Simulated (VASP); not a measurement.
# BaF2 (Fm-3m) in VASP: further runs

Runs on BaF2. Level: r2SCAN. Tasks: single point, relaxation of cell and atoms.

Program: VASP 6.6.1. These are calculated values, not measurements. Logs are shortened: lines on timing, memory, paths and dates and some standing lists are left out, and cuts for length are marked.

### 1 The cell of the first run

The structure is cubic, space group Fm-3m (No. 225). Conventional cell: a = 6.195 Å, b = 6.195 Å, c = 6.195 Å, α = 90.00°, β = 90.00°, γ = 90.00°. Within 3.5 Å of Ba (site symmetry m-3m) lie 8 F at 2.68 Å. Within 3.5 Å of F (site symmetry -43m) lie 4 Ba at 2.68 Å and 6 F at 3.10 Å.

### 2 Single point, r2SCAN

POSCAR

```
BaF2
1.0
    0.0000000000      3.0975683700      3.0975683700
    3.0975683700      0.0000000000      3.0975683700
    3.0975683700      3.0975683700      0.0000000000
Ba F
1 2
Direct
    0.0000000000      0.0000000000      0.0000000000
    0.2500000000      0.2500000000      0.2500000000
    0.7500000000      0.7500000000      0.7500000000
```

INCAR.step1

```
PREC = Accurate
ENCUT = 660
ISMEAR = -1
SIGMA = 0.02
LREAL = False
LASPH = True
NELM = 120
NBANDS = 19
GGA = PE
ALGO = Normal
EDIFF = 1E-5
LWAVE = True
LCHARG = False
GGA_COMPAT = False
```

INCAR.step2

```
PREC = Accurate
ENCUT = 660
EDIFF = 1E-6
ISMEAR = -1
SIGMA = 0.02
LREAL = False
LASPH = True
NELM = 120
ALGO = Normal
ISIF = 2
LWAVE = False
LCHARG = True
METAGGA = R2SCAN
LMIXTAU = True
LELF = True
LVHAR = True
NBANDS = 19
ISTART = 1
GGA_COMPAT = False
```

KPOINTS

```
regular mesh
0
Gamma
  8 8 8
```

Potentials or basis: VASP PAW PBE potentials, release 64 (Ba_sv, F).

Launch:

```
$ cat potpaw_PBE.64/Ba_sv/POTCAR potpaw_PBE.64/F/POTCAR > POTCAR
$ cp INCAR.step1 INCAR
$ mpirun -np 1 vasp_std > vasp.out
$ cp INCAR.step2 INCAR
$ mpirun -np 1 vasp_std > vasp.out
```

OUTCAR:

```text
PREC = Accurate
   ENCUT = 660
   EDIFF = 1E-6
   ISMEAR = -1
   LREAL = False
   LASPH = True
   NELM = 120
   ISIF = 2
   METAGGA = R2SCAN
   ISTART = 1

 ion  position               nearest neighbor table
   1  0.000  0.000  0.000-   3 2.68   3 2.68   3 2.68   2 2.68   3 2.68   2 2.68   2 2.68   2 2.68

   2  0.250  0.250  0.250-   1 2.68   1 2.68   1 2.68   1 2.68
   3  0.750  0.750  0.750-   1 2.68   1 2.68   1 2.68   1 2.68

  LATTYP: Found a face centered cubic cell.
 ALAT       =     6.1951367400

  Lattice vectors:

 A1 = (   0.0000000000,   3.0975683700,   3.0975683700)
 A2 = (   3.0975683700,   0.0000000000,   3.0975683700)
 A3 = (   3.0975683700,   3.0975683700,   0.0000000000)

Analysis of symmetry for initial positions (statically):
=====================================================================
 Subroutine PRICEL returns:
 Original cell was already a primitive cell.

 Routine SETGRP: Setting up the symmetry group for a
 face centered cubic supercell.

 Subroutine GETGRP returns: Found 48 space group operations
 (whereof 48 operations were pure point group operations)
 out of a pool of 48 trial point group operations.

The static configuration has the point symmetry O_h .

Analysis of symmetry for dynamics (positions and initial velocities):
=====================================================================
 Subroutine PRICEL returns:
 Original cell was already a primitive cell.

 Routine SETGRP: Setting up the symmetry group for a
 face centered cubic supercell.

 Subroutine GETGRP returns: Found 48 space group operations
 (whereof 48 operations were pure point group operations)
 out of a pool of 48 trial point group operations.

The dynamic configuration has the point symmetry O_h .

 Subroutine INISYM returns: Found 48 space group operations
 (whereof 48 operations are pure point group operations),
 and found     1 'primitive' translations

----------------------------------------------------------------------------------------

                                     Primitive cell

  volume of cell :      59.4419

[... 76 lines left out ...]
   dimension x,y,z NGXF=    80 NGYF=   80 NGZF=   80
   ions per type =               1   2
   NGX,Y,Z   is equivalent  to a cutoff of  15.18, 15.18, 15.18 a.u.
   NGXF,Y,Z  is equivalent  to a cutoff of  30.36, 30.36, 30.36 a.u.
 SYSTEM =  unknown system
   PREC   = accura    normal or accurate (medium, high low for compatibility)
   ISTART =      1    job   : 0-new  1-cont  2-samecut
   ICHARG =      0    charge: 1-file 2-atom 10-const
   ISPIN  =      1    spin polarized calculation?
   LNONCOLLINEAR =      F non collinear calculations
   LSORBIT =      F    spin-orbit coupling
   LASPH  =      T    aspherical Exc in radial PAW
   ENCUT  =  660.0 eV  48.51 Ry    6.96 a.u.   9.18  9.18  9.18*2*pi/ulx,y,z
   NELM   =    120;   NELMIN=  2; NELMDL=  0     # of ELM steps
   EDIFF  = 0.1E-05   stopping-criterion for ELM
   LREAL  =      F    real-space projection
[... 7 lines left out ...]
   TEBEG  =    0.0;   TEEND  =   0.0 temperature during run
   PSTRESS=    0.0 pullay stress
   NELECT =      24.0000    total number of electrons
   NUPDOWN=      -1.0000    fix difference up-down
   EMIN   =  10.00;   EMAX   =-10.00  energy-range for DOS
   EFERMI =   0.00;   METHOD = LEGACY
   ISMEAR =    -1;   SIGMA  =   0.02  broadening in eV -4-tet -1-fermi 0-gaus
   EFERMI_NEDOS =   21; number of points for ismear=-14 and -15
   IALGO  =     38    algorithm
   IMIX   =      4    mixing-type and parameters
     AMIX     =   0.40;   BMIX     =  1.00
     AMIX_MAG =   1.60;   BMIX_MAG =  1.00
  volume/ion in A,a.u.               =      19.81       133.71
  Fermi-wavevector in a.u.,A,eV,Ry     =   1.209988  2.286545 19.919890  1.464071
  Thomas-Fermi vector in A             =   2.345548
   LORBIT       =      0    0 simple, 1 ext, 2 COOP (PROOUT), +10 PAW based schemes
   METAGGA = R2SCAN    functional components
   LHFCALC =     F    Hartree Fock is set to
   AEXX    =    0.0000 exact exchange contribution
   IVDW    =     0    specifies the selected vdW correction
   LEPSILON=     F    determine dielectric tensor
   LRPA    =     F    only Hartree local field effects (RPA)
 non-spin polarized calculation
  energy-cutoff  :      660.00
  volume of cell :       59.44
 maximum number of plane-waves:      2305
 NGX is ok and might be reduce to    40
   NGX = 19   NGY = 19   NGZ = 19

 number of electron      24.0000002 magnetization

 Free energy of the ion-electron system (eV)
  ---------------------------------------------------
  ext. energy  EPLUGINS =         0.00000000
  ---------------------------------------------------
  free energy    TOTEN  =       -45.06760632 eV

  energy without entropy =      -45.06760632  energy(sigma->0) =      -45.06760632

 E-fermi :  -2.0265     XC(G=0):  -9.2538

 val. band max:       -2.5828584448   @ k =  -0.2500   0.2500   0.0000
 cond. band min:       4.7587600429   @ k =   0.0000   0.0000   0.0000
 fundamental gap:      7.3416184877
 Fermi energy:        -2.0265495369

 k-point     1 :       0.0000    0.0000    0.0000
  band No.  band energies     occupation
      1     -26.2191      2.00000
      2     -22.6750      2.00000
      3     -22.5366      2.00000
      4     -10.5610      2.00000
      5     -10.5610      2.00000
      6     -10.5610      2.00000
[... 505 lines left out ...]
      6     -10.7035      2.00000
[... 11 lines left out ...]
     18      10.6547      0.00000
     19      12.3868      0.00000

 [... further k-points ...]

------------------------ aborting loop because EDIFF is reached ----------------------------------------

  FORCE on cell =-STRESS in cart. coord.  units (eV):
  Direction    XX          YY          ZZ          XY          YZ          ZX
  --------------------------------------------------------------------------------------
  -------------------------------------------------------------------------------------
  Total        0.3255155      0.3255155      0.3255155     -0.0000000     -0.0000000      0.0000000
  in kB        8.7738357      8.7738357      8.7738357     -0.0000000     -0.0000000      0.0000000
  external PRESSURE =       8.7738357 kB  Pullay stress =       0.0000000 kB

 VOLUME and BASIS-vectors are now :
 -----------------------------------------------------------------------------
  energy-cutoff  :      660.00
  volume of cell :       59.44
      direct lattice vectors                 reciprocal lattice vectors
     0.000000000  3.097568370  3.097568370    -0.161416938  0.161416938  0.161416938
     3.097568370  0.000000000  3.097568370     0.161416938 -0.161416938  0.161416938
     3.097568370  3.097568370  0.000000000     0.161416938  0.161416938 -0.161416938

 POSITION                                       TOTAL-FORCE (eV/Angst)
 -----------------------------------------------------------------------------------
      0.00000      0.00000      0.00000         0.000000      0.000000      0.000000
      1.54878      1.54878      1.54878        -0.000000     -0.000000     -0.000000
      4.64635      4.64635      4.64635         0.000000      0.000000      0.000000
 -----------------------------------------------------------------------------------
    total drift:                                0.000000     -0.000000      0.000000

  FREE ENERGIE OF THE ION-ELECTRON SYSTEM (eV)
  ---------------------------------------------------
  free  energy   TOTEN  =       -45.0676063234 eV

  energy  without entropy=      -45.0676063234  energy(sigma->0) =      -45.06760632
```

OUTCAR.step1:

```text
PREC = Accurate
   ENCUT = 660
   ISMEAR = -1
   LREAL = False
   LASPH = True
   NELM = 120
[... 752 lines left out ...]
      0.00000      0.00000      0.00000        -0.000000     -0.000000     -0.000000
      1.54878      1.54878      1.54878         0.000000      0.000000      0.000000
      4.64635      4.64635      4.64635        -0.000000     -0.000000      0.000000
 -----------------------------------------------------------------------------------
    total drift:                                0.000000     -0.000000      0.000000

  FREE ENERGIE OF THE ION-ELECTRON SYSTEM (eV)
  ---------------------------------------------------
  free  energy   TOTEN  =       -17.1135772984 eV

  energy  without entropy=      -17.1135772984  energy(sigma->0) =      -17.11357730
```

Run time: 1.7 min. Hardware: 1 thread of Intel Xeon 6975P-C (Granite Rapids), shared host; peak memory 0.28 GiB.

What came out:

| Item | Value |
| --- | --- |
| Free energy | -45.0676 eV |
| Pressure | 0.9 GPa |
| Band gap on the k mesh | 7.34 eV (least direct gap 7.43 eV) |

Caveat: the PAW data sets were made with another functional, which shifts forces and pressure a little; spin-orbit coupling is left out, which moves the levels of the heavy elements.

### 3 Single point, r2SCAN

This run uses another cell than the first one, of 20.21 Å³/atom.

POSCAR

```
BaF2
1.0
    0.0000000000      3.1180826600      3.1180826600
    3.1180826600      0.0000000000      3.1180826600
    3.1180826600      3.1180826600      0.0000000000
Ba F
1 2
Direct
    0.0000000000      0.0000000000      0.0000000000
    0.2500000000      0.2500000000      0.2500000000
    0.7500000000      0.7500000000      0.7500000000
```

INCAR.step1

```
SYSTEM = BaF2
PREC = Accurate
ENCUT = 660
ISMEAR = -1
SIGMA = 0.02
LREAL = .False.
LASPH = .True.
NELM = 120
NBANDS = 19
GGA = PE
ALGO = Normal
EDIFF = 1E-5
LWAVE = .True.
LCHARG = .False.
GGA_COMPAT = .False.
```

INCAR.step2

```
SYSTEM = BaF2
PREC = Accurate
ENCUT = 660
EDIFF = 1E-6
ISMEAR = -1
SIGMA = 0.02
LREAL = .False.
LASPH = .True.
NELM = 120
ALGO = Normal
ISIF = 2
LWAVE = .False.
LCHARG = .False.
METAGGA = R2SCAN
LMIXTAU = .True.
NBANDS = 19
ISTART = 1
GGA_COMPAT = .False.
```

KPOINTS

```
regular mesh
0
Gamma
  8 8 8
  0 0 0
```

Potentials or basis: VASP PAW PBE potentials, release 64 (Ba_sv, F).

Launch:

```
$ cat potpaw_PBE.64/Ba_sv/POTCAR potpaw_PBE.64/F/POTCAR > POTCAR
$ cp INCAR.step1 INCAR
$ mpirun -np 1 vasp_std > vasp.out
$ cp INCAR.step2 INCAR
$ mpirun -np 1 vasp_std > vasp.out
```

Run time: 1.7 min. Hardware: 1 thread of Intel Xeon 6975P-C (Granite Rapids), shared host; peak memory 0.28 GiB.

Results (log left out):

| Quantity | Value |
| --- | --- |
| Free energy | -45.0718 eV |
| Pressure | -0.4 GPa |
| Band gap on the k mesh | 7.26 eV (least direct gap 7.33 eV) |

Levels at points of the mesh, in eV from the valence-band top:
```csv
k point,band 10,band 11,band 12,band 13,band 14,band 15
"(0.00, 0.00, 0.00)",-0.07,-0.07,-0.07,7.26,9.84,9.84
"(0.50, 0.00, 0.00)",-0.35,-0.16,-0.16,9.78,9.78,9.83
"(0.50, 0.50, 0.00)",-0.33,-0.33,-0.12,7.66,9.75,11.28
```

Caveat: the PAW data sets were made with another functional, which shifts forces and pressure a little; spin-orbit coupling is left out, which moves the levels of the heavy elements. r2SCAN opens gaps a little over a GGA but as a rule still falls short of measured ones.

### 4 Single point, r2SCAN

This run uses another cell than the first one, of 20.61 Å³/atom.

POSCAR

```
BaF2
1.0
    0.0000000000      3.1383305200      3.1383305200
    3.1383305200      0.0000000000      3.1383305200
    3.1383305200      3.1383305200      0.0000000000
Ba F
1 2
Direct
    0.0000000000      0.0000000000      0.0000000000
    0.2500000000      0.2500000000      0.2500000000
    0.7500000000      0.7500000000      0.7500000000
```

INCAR.step1

```
SYSTEM = BaF2
PREC     = Accurate       ! precision mode
ENCUT    = 660            ! plane-wave cutoff, eV
ISMEAR   = -1             ! smearing method
SIGMA    = 0.02           ! smearing width, eV
LREAL    = .FALSE.        ! projectors in reciprocal space
LASPH    = .TRUE.         ! aspherical terms in the spheres
NELM     = 120            ! most SCF steps
NBANDS   = 19             ! bands
GGA      = PE             ! functional
ALGO     = Normal         ! electronic algorithm
EDIFF    = 1E-5           ! SCF threshold, eV
LWAVE    = .TRUE.         ! write WAVECAR
LCHARG   = .FALSE.        ! write CHGCAR
GGA_COMPAT= .FALSE.
```

INCAR.step2

```
SYSTEM = BaF2
PREC     = Accurate       ! precision mode
ENCUT    = 660            ! plane-wave cutoff, eV
EDIFF    = 1E-6           ! SCF threshold, eV
ISMEAR   = -1             ! smearing method
SIGMA    = 0.02           ! smearing width, eV
LREAL    = .FALSE.        ! projectors in reciprocal space
LASPH    = .TRUE.         ! aspherical terms in the spheres
NELM     = 120            ! most SCF steps
ALGO     = Normal         ! electronic algorithm
ISIF     = 2              ! what is computed and relaxed
LWAVE    = .FALSE.        ! write WAVECAR
LCHARG   = .FALSE.        ! write CHGCAR
METAGGA  = R2SCAN         ! meta-GGA
LMIXTAU  = .TRUE.       
NBANDS   = 19             ! bands
ISTART   = 1            
GGA_COMPAT= .FALSE.
```

KPOINTS

```
regular mesh
0
G
  8 8 8
  0 0 0
```

Potentials or basis: VASP PAW PBE potentials, release 64 (Ba_sv, F).

Launch:

```
$ cat potpaw_PBE.64/Ba_sv/POTCAR potpaw_PBE.64/F/POTCAR > POTCAR
$ cp INCAR.step1 INCAR
$ mpirun -np 1 vasp_std > vasp.out
$ cp INCAR.step2 INCAR
$ mpirun -np 1 vasp_std > vasp.out
```

OUTCAR:

```text
SYSTEM = BaF2
   PREC = Accurate
   ENCUT = 660
   EDIFF = 1E-6
   ISMEAR = -1
   LREAL = .FALSE.
   LASPH = .TRUE.
   NELM = 120
   ISIF = 2
   METAGGA = R2SCAN
   ISTART = 1

 ion  position               nearest neighbor table
   1  0.000  0.000  0.000-   3 2.72   3 2.72   3 2.72   2 2.72   3 2.72   2 2.72   2 2.72   2 2.72

   2  0.250  0.250  0.250-   1 2.72   1 2.72   1 2.72   1 2.72
   3  0.750  0.750  0.750-   1 2.72   1 2.72   1 2.72   1 2.72

  LATTYP: Found a face centered cubic cell.
 ALAT       =     6.2766610400

  Lattice vectors:

 A1 = (   0.0000000000,   3.1383305200,   3.1383305200)
 A2 = (   3.1383305200,   0.0000000000,   3.1383305200)
 A3 = (   3.1383305200,   3.1383305200,   0.0000000000)

Analysis of symmetry for initial positions (statically):
=====================================================================
 Subroutine PRICEL returns:
 Original cell was already a primitive cell.

 Routine SETGRP: Setting up the symmetry group for a
 face centered cubic supercell.

 Subroutine GETGRP returns: Found 48 space group operations
 (whereof 48 operations were pure point group operations)
[... 165 lines left out ...]

 E-fermi :  -2.2395     XC(G=0):  -9.0584

 val. band max:       -2.7365536933   @ k =  -0.2500   0.2500   0.0000
 cond. band min:       4.4436410865   @ k =   0.0000   0.0000   0.0000
 fundamental gap:      7.1801947798
 Fermi energy:        -2.2394860371

 k-point     1 :       0.0000    0.0000    0.0000
  band No.  band energies     occupation
      1     -26.4681      2.00000
      2     -22.7655      2.00000
      3     -22.6923      2.00000
      4     -10.8779      2.00000
      5     -10.8779      2.00000
      6     -10.8779      2.00000
[... 505 lines left out ...]
      6     -11.0003      2.00000
[... 11 lines left out ...]
     18      10.2143      0.00000
     19      11.8033      0.00000

 [... further k-points ...]

------------------------ aborting loop because EDIFF is reached ----------------------------------------

  FORCE on cell =-STRESS in cart. coord.  units (eV):
  Direction    XX          YY          ZZ          XY          YZ          ZX
  --------------------------------------------------------------------------------------
  -------------------------------------------------------------------------------------
  Total       -0.5649557     -0.5649557     -0.5649557     -0.0000000      0.0000000     -0.0000000
  in kB      -14.6419500    -14.6419500    -14.6419500     -0.0000000      0.0000000     -0.0000000
  external PRESSURE =     -14.6419500 kB  Pullay stress =       0.0000000 kB

 VOLUME and BASIS-vectors are now :
 -----------------------------------------------------------------------------
  energy-cutoff  :      660.00
  volume of cell :       61.82
      direct lattice vectors                 reciprocal lattice vectors
     0.000000000  3.138330520  3.138330520    -0.159320376  0.159320376  0.159320376
     3.138330520  0.000000000  3.138330520     0.159320376 -0.159320376  0.159320376
     3.138330520  3.138330520  0.000000000     0.159320376  0.159320376 -0.159320376

 POSITION                                       TOTAL-FORCE (eV/Angst)
 -----------------------------------------------------------------------------------
      0.00000      0.00000      0.00000        -0.000000      0.000000      0.000000
      1.56917      1.56917      1.56917        -0.000000     -0.000000     -0.000000
      4.70750      4.70750      4.70750         0.000000      0.000000      0.000000
 -----------------------------------------------------------------------------------
    total drift:                                0.000000     -0.000000      0.000000

  FREE ENERGIE OF THE ION-ELECTRON SYSTEM (eV)
  ---------------------------------------------------
  free  energy   TOTEN  =       -45.0673605071 eV

  energy  without entropy=      -45.0673605071  energy(sigma->0) =      -45.06736051
```

OUTCAR.step1:

```text
SYSTEM = BaF2
   PREC = Accurate
   ENCUT = 660
   ISMEAR = -1
   LREAL = .FALSE.
   LASPH = .TRUE.
   NELM = 120
[... 752 lines left out ...]
      0.00000      0.00000      0.00000        -0.000000     -0.000000     -0.000000
      1.56917      1.56917      1.56917        -0.000000     -0.000000     -0.000000
      4.70750      4.70750      4.70750         0.000000      0.000000      0.000000
 -----------------------------------------------------------------------------------
    total drift:                                0.000000     -0.000000      0.000000

  FREE ENERGIE OF THE ION-ELECTRON SYSTEM (eV)
  ---------------------------------------------------
  free  energy   TOTEN  =       -17.1357425575 eV

  energy  without entropy=      -17.1357425575  energy(sigma->0) =      -17.13574256
```

OSZICAR.step1:

```text
N       E                     dE             d eps       ncg     rms          rms(c)
DAV:   1     0.170057135293E+03    0.17006E+03   -0.14724E+04  1102   0.142E+03
DAV:   2    -0.993469129515E+01   -0.17999E+03   -0.17399E+03  1365   0.282E+02
DAV:   3    -0.187561820291E+02   -0.88215E+01   -0.87812E+01  1385   0.637E+01
DAV:   4    -0.189156454465E+02   -0.15946E+00   -0.15926E+00  1377   0.776E+00
DAV:   5    -0.189200652505E+02   -0.44198E-02   -0.44195E-02  1266   0.103E+00    0.840E+00
DAV:   6    -0.171223202706E+02    0.17977E+01   -0.77593E+00  1159   0.208E+01    0.406E+00
DAV:   7    -0.171090423186E+02    0.13278E-01   -0.25718E-01  1209   0.399E+00    0.210E+00
DAV:   8    -0.171259141640E+02   -0.16872E-01   -0.66701E-02  1144   0.280E+00    0.288E-01
DAV:   9    -0.171325168228E+02   -0.66027E-02   -0.96372E-03  1206   0.704E-01    0.141E-01
DAV:  10    -0.171357231500E+02   -0.32063E-02   -0.32138E-03  1170   0.381E-01    0.357E-02
DAV:  11    -0.171357153755E+02    0.77746E-05   -0.11184E-04  1283   0.838E-02    0.176E-02
DAV:  12    -0.171357422149E+02   -0.26839E-04   -0.39645E-05  1107   0.456E-02    0.363E-03
DAV:  13    -0.171357425575E+02   -0.34262E-06   -0.36240E-07   991   0.491E-03
   1 F= -.17135743E+02 E0= -.17135743E+02  d E =-.535597E-12
```

Run time: 1.8 min. Hardware: 1 thread of Intel Xeon 6975P-C (Granite Rapids), shared host; peak memory 0.28 GiB.

Results:

```yaml
Free_energy: -45.0674 eV
Pressure: -1.5 GPa
Band_gap_on_the_k_mesh: 7.18 eV (least direct gap 7.24 eV)
```

Caveat: the PAW data sets were made with another functional, which shifts forces and pressure a little; spin-orbit coupling is left out, which moves the levels of the heavy elements.

[end of part 1 of 2]
